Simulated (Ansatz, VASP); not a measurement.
SbAs4Au in VASP and in Ansatz

```
Sb As Au
1.0
     4.81075    0.00000    0.00000
    -2.40537    4.16623    0.00000
     0.00000    0.00000   10.31824
Sb As Au
1 4 1
Direct
  0.00000 0.00000 0.00000
  0.33333 0.66667 0.50000
  0.66667 0.33333 0.50000
  0.00000 0.00000 0.76391
  0.00000 0.00000 0.23609
  0.00000 0.00000 0.50000
```

Alike in both runs: task relaxation of cell and atoms; functional PBE; k mesh 12 × 12 × 4; occupations gaussian, width 0.1 eV; no spin polarisation.

|  | VASP | Ansatz |
| --- | --- | --- |
| version | VASP 6.6.1 | Ansatz 0.2.0 |
| potentials or method | VASP PAW PBE potentials, release 64 (Sb, As, Au), cutoff 600 eV | scalar-relativistic, plane waves, PAW |
| valence electrons in the cell | 36 | 94 |

Ansatz gave:

- gap on the k mesh at the Fermi level, each at its own relaxed structure (eV): none
- relaxed volume (Å³/atom): 34.62
- relaxed cell length with the largest relative difference (Å): 10.282

Q: What did VASP give for the same quantities?

A: gap on the k mesh at the Fermi level, each at its own relaxed structure (eV): none; relaxed volume (Å³/atom): 34.64; relaxed cell length with the largest relative difference (Å): 10.274.

A gap of «none» marks a metal or a gap that the smearing closes. VASP's potentials hold 36 valence electrons a cell and Ansatz's 94, so a difference there can come from the potentials and not from the codes.

Spin-orbit coupling is off throughout.
